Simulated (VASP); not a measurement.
# Se (P3_121) in VASP: further runs

The runs below take Se through single point, with PBE.

All numbers are computed with VASP 6.6.1; they aren't measurements. Logs are shortened: lines on timing, memory, paths and dates and some standing lists are left out, and cuts for length are marked.

### 1 The cell of the first run

Symmetry: P3_121, No. 152, trigonal system. Conventional cell: a = 4.366 Å, b = 4.366 Å, c = 4.805 Å, α = 90.00°, β = 90.00°, γ = 120.00°. Within 3.1 Å of Se (site symmetry 2) lie 2 Se at 2.34 Å.

### 2 Single point, PBE (zz strain of -3 %)

File INCAR:

```
ALGO = Normal ; EDIFF = 1E-6
ENCUT = 520 ; GGA = PE
ISIF = 2 ; ISMEAR = -1
LASPH = True ; LCHARG = True
LELF = True ; LREAL = False
LVHAR = True ; LWAVE = False
NBANDS = 16 ; NELM = 60
PREC = Accurate ; SIGMA = 0.03
```

File KPOINTS:

```
k-points
0
Gamma
  6 6 5
```

File POSCAR:

```
Se
1.0
    4.3661999489      0.0000000000      0.0000000000
   -2.1830999745      3.7812400738      0.0000000000
    0.0000000000      0.0000000000      4.8049920000
Se
3
Direct
    0.2254000000      0.0000000000      0.3333333333
    0.0000000000      0.2254000000      0.6666666667
    0.7746000000      0.7746000000      0.0000000000
```

Potentials or basis: VASP PAW PBE potentials, release 64 (Se).

On the command line:

```console
$ cat potpaw_PBE.64/Se/POTCAR > POTCAR
$ mpirun -np 1 vasp_std > vasp.out
```

OUTCAR:

```text
EDIFF = 1E-6
   ENCUT = 520
   GGA = PE
   ISIF = 2
   ISMEAR = -1
   LASPH = True
   LREAL = False
   NELM = 60
   PREC = Accurate

 ion  position               nearest neighbor table
   1  0.225  0.000  0.333-   3 2.34   2 2.34
   2  0.000  0.225  0.667-   3 2.34   1 2.34
   3  0.775  0.775  0.000-   1 2.34   2 2.34

  LATTYP: Found a hexagonal cell.
 ALAT       =     4.3661999489
 C/A-ratio  =     1.1004974706

  Lattice vectors:

 A1 = (   4.3661999489,   0.0000000000,   0.0000000000)
 A2 = (  -2.1830999745,   3.7812400738,   0.0000000000)
 A3 = (   0.0000000000,   0.0000000000,   4.8049920000)

Analysis of symmetry for initial positions (statically):
=====================================================================
 Subroutine PRICEL returns:
 Original cell was already a primitive cell.

 Routine SETGRP: Setting up the symmetry group for a
 hexagonal supercell.

 Subroutine GETGRP returns: Found  6 space group operations
 (whereof  2 operations were pure point group operations)
 out of a pool of 24 trial point group operations.

The static configuration has the point symmetry C_2 .
 The point group associated with its full space group is D_3 .

Analysis of symmetry for dynamics (positions and initial velocities):
=====================================================================
 Subroutine PRICEL returns:
 Original cell was already a primitive cell.

 Routine SETGRP: Setting up the symmetry group for a
 hexagonal supercell.

 Subroutine GETGRP returns: Found  6 space group operations
 (whereof  2 operations were pure point group operations)
 out of a pool of 24 trial point group operations.

The dynamic configuration has the point symmetry C_2 .
 The point group associated with its full space group is D_3 .

 Subroutine INISYM returns: Found  6 space group operations
 (whereof  2 operations are pure point group operations),
 and found     1 'primitive' translations

----------------------------------------------------------------------------------------

                                     Primitive cell

  volume of cell :      79.3287

  direct lattice vectors                    reciprocal lattice vectors
     4.366199949  0.000000000  0.000000000     0.229032113  0.132231752  0.000000000
    -2.183099975  3.781240074  0.000000000     0.000000000  0.264463504  0.000000000
     0.000000000  0.000000000  4.804992000     0.000000000  0.000000000  0.208116892

  length of vectors
     4.366199949  4.366199949  4.804992000     0.264463504  0.264463504  0.208116892
[... 83 lines left out ...]
   EDIFF  = 0.1E-05   stopping-criterion for ELM
   LREAL  =      F    real-space projection
   EDIFFG = 0.1E-04   stopping-criterion for IOM
   NSW    =      0    number of steps for IOM
   IBRION =     -1    ionic relax: 0-MD 1-quasi-New 2-CG
   NFREE  =      0    steps in history (QN), initial steepest desc. (CG)
   ISIF   =      2    stress and relaxation
   ISYM   =      2    0-nonsym 1-usesym 2-fastsym
   POTIM  = 0.5000    time-step for ionic-motion
   TEBEG  =    0.0;   TEEND  =   0.0 temperature during run
   PSTRESS=    0.0 pullay stress
   NELECT =      18.0000    total number of electrons
   NUPDOWN=      -1.0000    fix difference up-down
   EMIN   =  10.00;   EMAX   =-10.00  energy-range for DOS
   EFERMI =   0.00;   METHOD = LEGACY
   ISMEAR =    -1;   SIGMA  =   0.03  broadening in eV -4-tet -1-fermi 0-gaus
   EFERMI_NEDOS =   21; number of points for ismear=-14 and -15
   IALGO  =     38    algorithm
   IMIX   =      4    mixing-type and parameters
     AMIX     =   0.40;   BMIX     =  1.00
     AMIX_MAG =   1.60;   BMIX_MAG =  1.00
  volume/ion in A,a.u.               =      26.44       178.45
  Fermi-wavevector in a.u.,A,eV,Ry     =   0.998517  1.886924 13.565502  0.997036
  Thomas-Fermi vector in A             =   2.130746
   LORBIT       =      0    0 simple, 1 ext, 2 COOP (PROOUT), +10 PAW based schemes
   GGA     = PE    functional components
   LHFCALC =     F    Hartree Fock is set to
   AEXX    =    0.0000 exact exchange contribution
   IVDW    =     0    specifies the selected vdW correction
   LEPSILON=     F    determine dielectric tensor
   LRPA    =     F    only Hartree local field effects (RPA)
 non-spin polarized calculation
  energy-cutoff  :      520.00
  volume of cell :       79.33
 maximum number of plane-waves:      2146
   NGX = 17   NGY = 17   NGZ = 17

 number of electron      17.9999999 magnetization

 Free energy of the ion-electron system (eV)
  ---------------------------------------------------
  ext. energy  EPLUGINS =         0.00000000
  ---------------------------------------------------
  free energy    TOTEN  =       -10.37474232 eV

  energy without entropy =      -10.37474232  energy(sigma->0) =      -10.37474232

 E-fermi :   3.5708     XC(G=0):  -8.9631

 val. band max:        2.9033937746   @ k =  -0.1667   0.5000   0.4000
 cond. band min:       4.1503580781   @ k =   0.0000   0.0000   0.4000
 fundamental gap:      1.2469643035
 Fermi energy:         3.5707930382

 k-point     1 :       0.0000    0.0000    0.0000
  band No.  band energies     occupation
      1     -13.1789      2.00000
      2      -8.7747      2.00000
      3      -8.7747      2.00000
      4      -1.0323      2.00000
      5      -0.9921      2.00000
      6      -0.9921      2.00000
[... 433 lines left out ...]
      3      -7.2173      2.00000
      4      -2.5489      2.00000
      5      -1.6785      2.00000
      6      -1.0579      2.00000
[... 8 lines left out ...]
     15      11.0537      0.00000
     16      11.4701      0.00000

 [... further k-points ...]

------------------------ aborting loop because EDIFF is reached ----------------------------------------

  FORCE on cell =-STRESS in cart. coord.  units (eV):
  Direction    XX          YY          ZZ          XY          YZ          ZX
  --------------------------------------------------------------------------------------
  -------------------------------------------------------------------------------------
  Total        2.1289359      2.1289359      4.1512598     -0.0000000      0.0000000      0.0000000
  in kB       42.9974426     42.9974426     83.8416778     -0.0000000      0.0000000      0.0000000
  external PRESSURE =      56.6121877 kB  Pullay stress =       0.0000000 kB

 VOLUME and BASIS-vectors are now :
 -----------------------------------------------------------------------------
  energy-cutoff  :      520.00
  volume of cell :       79.33
      direct lattice vectors                 reciprocal lattice vectors
     4.366199949  0.000000000  0.000000000     0.229032113  0.132231752  0.000000000
    -2.183099975  3.781240074  0.000000000     0.000000000  0.264463504  0.000000000
     0.000000000  0.000000000  4.804992000     0.000000000  0.000000000  0.208116892

 POSITION                                       TOTAL-FORCE (eV/Angst)
 -----------------------------------------------------------------------------------
      0.98414      0.00000      1.60166         0.840421     -0.000000     -0.000000
     -0.49207      0.85229      3.20333        -0.420211      0.727826      0.000000
      1.69103      2.92895      0.00000        -0.420211     -0.727826     -0.000000
 -----------------------------------------------------------------------------------
    total drift:                               -0.000000     -0.000000     -0.000000

  FREE ENERGIE OF THE ION-ELECTRON SYSTEM (eV)
  ---------------------------------------------------
  free  energy   TOTEN  =       -10.3747423200 eV

  energy  without entropy=      -10.3747423199  energy(sigma->0) =      -10.37474232
```

OSZICAR:

```text
N       E                     dE             d eps       ncg     rms          rms(c)
DAV:   1     0.825549324264E+02    0.82555E+02   -0.72488E+03   864   0.935E+02
DAV:   2    -0.528620388282E+01   -0.87841E+02   -0.83553E+02  1176   0.155E+02
DAV:   3    -0.104205667866E+02   -0.51344E+01   -0.51167E+01  1008   0.430E+01
DAV:   4    -0.104553324205E+02   -0.34766E-01   -0.34755E-01  1192   0.421E+00
DAV:   5    -0.104555712840E+02   -0.23886E-03   -0.23886E-03  1040   0.343E-01    0.753E+00
DAV:   6    -0.103962585872E+02    0.59313E-01   -0.34065E-02  1104   0.114E+00    0.465E+00
DAV:   7    -0.103751379640E+02    0.21121E-01   -0.71278E-02  1000   0.163E+00    0.203E-01
DAV:   8    -0.103745884700E+02    0.54949E-03   -0.72194E-03  1032   0.528E-01    0.988E-02
DAV:   9    -0.103746902906E+02   -0.10182E-03   -0.27939E-04  1192   0.104E-01    0.339E-02
DAV:  10    -0.103747385637E+02   -0.48273E-04   -0.43926E-05  1048   0.445E-02    0.676E-03
DAV:  11    -0.103747422717E+02   -0.37079E-05   -0.65668E-06  1152   0.158E-02    0.352E-03
DAV:  12    -0.103747423200E+02   -0.48347E-07   -0.10793E-06   880   0.680E-03
   1 F= -.10374742E+02 E0= -.10374742E+02  d E =-.778856E-10
```

stdout:

```text
POSCAR found type information on POSCAR Se
 POSCAR found :  1 types and       3 ions
 scaLAPACK will be used
 LDA part: xc-table for (Slater+PW92), standard interpolation
 POSCAR, INCAR and KPOINTS ok, starting setup
 FFT: planning ... GRIDC
 FFT: planning ... GRID_SOFT
 FFT: planning ... GRID
 WAVECAR not read
 entering main loop
```

Run time: 69 s. Hardware: 1 thread of AMD EPYC 7R13, shared host; peak memory 0.15 GiB.

Results:

```yaml
Free_energy: -10.3747 eV
Pressure: 5.7 GPa
Largest_force: 0.840 eV/Å
Band_gap_on_the_k_mesh: 1.25 eV, indirect (least direct gap 1.72 eV)
```

Forces in eV/Å, atoms in the order of the input:
```
Se   0.840  0.000  0.000
Se  -0.420  0.728  0.000
Se  -0.420 -0.728  0.000
```

Stress tensor (GPa, compression positive):
```
4.30 0.00 0.00
0.00 4.30 0.00
0.00 0.00 8.38
```

Levels at points of the mesh, in eV from the valence-band top:
```
           k point  band 6  band 7  band 8  band 9  band 10  band 11  band 12  band 13
(0.00, 0.00, 0.00)   -3.90   -2.15   -2.15   -0.37     2.13     2.13     2.20     6.34
(0.50, 0.00, 0.00)   -3.55   -2.85   -1.79   -0.95     2.12     2.49     4.36     5.32
```

Caveat: the cell differs from its parent crystal (zz strain of -3 %). A k mesh can miss the band edges.

### 3 Single point, PBE (zz strain of -1 %)

File INCAR:

```
ALGO = Normal
EDIFF = 1E-6
ENCUT = 520
GGA = PE
ISIF = 2
ISMEAR = -1
LASPH = True
LCHARG = False
LREAL = False
LWAVE = False
NBANDS = 16
NELM = 60
PREC = Accurate
SIGMA = 0.03
```

KPOINTS is that of step 2.

POSCAR, as its differences from that of step 2:

```diff
@@ -4,3 +4,3 @@
    -2.1830999745      3.7812400738      0.0000000000
-    0.0000000000      0.0000000000      4.8049920000
+    0.0000000000      0.0000000000      4.9040640000
 Se
```

Potentials or basis: VASP PAW PBE potentials, release 64 (Se).

On the command line:

```console
$ cat potpaw_PBE.64/Se/POTCAR > POTCAR
$ mpirun -np 1 vasp_std > vasp.out
```

It took 80 s on 1 thread of AMD EPYC 7R13, shared host; peak memory 0.15 GiB.

It converged, with:

```yaml
Free_energy: -10.4453 eV
Pressure: 3.8 GPa
Largest_force: 0.560 eV/Å
Band_gap_on_the_k_mesh: 1.29 eV, indirect (least direct gap 1.60 eV)
```

Forces on the atoms (eV/Å):
```
Se   0.560  0.000  0.000
Se  -0.280  0.485  0.000
Se  -0.280 -0.485  0.000
```

Stress tensor (GPa, compression positive):
```
2.93 0.00 0.00
0.00 2.93 0.00
0.00 0.00 5.48
```

Levels at points of the mesh, in eV from the valence-band top:
| k point | band 6 | band 7 | band 8 | band 9 | band 10 | band 11 | band 12 | band 13 |
| --- | --- | --- | --- | --- | --- | --- | --- | --- |
| (0.00, 0.00, 0.00) | -3.75 | -2.02 | -2.02 | -0.33 | 2.03 | 2.03 | 2.25 | 6.29 |
| (0.50, 0.00, 0.00) | -3.41 | -2.82 | -1.72 | -0.92 | 2.06 | 2.45 | 4.26 | 5.36 |

Caveat: the cell differs from its parent crystal (zz strain of -1 %). A k mesh can miss the band edges.

### 4 Single point, PBE (zz strain of +2 %)

File INCAR:

```
ALGO     = Normal         # electronic algorithm
EDIFF    = 1E-7           # SCF threshold, eV
ENCUT    = 520            # plane-wave cutoff, eV
GGA      = PE             # functional
ISIF     = 2              # what is computed and relaxed
ISMEAR   = -1             # smearing method
LASPH    = True           # aspherical terms in the spheres
LCHARG   = True           # write CHGCAR
LELF     = True           # ELF
LREAL    = False          # projectors in reciprocal space
LVHAR    = True         
LWAVE    = False          # write WAVECAR
NBANDS   = 16             # bands
NELM     = 100            # most SCF steps
PREC     = Accurate       # precision mode
SIGMA    = 0.03           # smearing width, eV
```

KPOINTS is that of step 3.

POSCAR, as its differences from that of step 3:

```diff
@@ -4,3 +4,3 @@
    -2.1830999745      3.7812400738      0.0000000000
-    0.0000000000      0.0000000000      4.9040640000
+    0.0000000000      0.0000000000      5.0526720000
 Se
```

On the command line:

```console
$ cat potpaw_PBE.64/Se/POTCAR > POTCAR
$ mpirun -np 1 vasp_std > vasp.out
```

Run time: 90 s. Hardware: 1 thread of AMD EPYC 7R13, shared host; peak memory 0.16 GiB.

The run converged. Its results:

- Free energy: -10.4986 eV
- Pressure: 1.3 GPa
- Largest force: 0.201 eV/Å
- Band gap on the k mesh: 1.32 eV, indirect (least direct gap 1.33 eV)

Forces on the atoms (eV/Å):
```
Se   0.201  0.000  0.000
Se  -0.100  0.174  0.000
Se  -0.100 -0.174  0.000
```

Stress tensor (GPa, compression positive):
```
1.19 0.00 0.00
0.00 1.19 0.00
0.00 0.00 1.56
```

Levels at points of the mesh, in eV from the valence-band top:
| k point | band 7 | band 8 | band 9 | band 10 | band 11 | band 12 |
| --- | --- | --- | --- | --- | --- | --- |
| (0.00, 0.00, 0.00) | -1.82 | -1.82 | -0.27 | 1.90 | 1.90 | 2.32 |
| (0.50, 0.00, 0.00) | -2.75 | -1.61 | -0.86 | 1.98 | 2.40 | 4.12 |

Caveat: the cell differs from its parent crystal (zz strain of +2 %). A k mesh can miss the band edges.

### 5 Summary

| cell | gap on the mesh (eV) | pressure (GPa) | largest force (eV/Å) |
| --- | --- | --- | --- |
| a = 4.366, b = 4.366, c = 4.805 Å, angles 90.0, 90.0, 120.0°, 3 atoms | 1.25 | 5.7 | 0.84 |
| a = 4.366, b = 4.366, c = 4.904 Å, angles 90.0, 90.0, 120.0°, 3 atoms | 1.29 | 3.8 | 0.56 |
| a = 4.366, b = 4.366, c = 5.053 Å, angles 90.0, 90.0, 120.0°, 3 atoms | 1.32 | 1.3 | 0.20 |

Alike in all rows: task single point; level PBE; potentials or basis VASP PAW PBE potentials, release 64 (Se); no spin polarisation; k mesh 6 × 6 × 5; cutoff (eV) 520; smearing fermi-dirac 0.03 eV.

Total energies depend on the potentials used, so only differences within one code and one set of settings carry meaning.
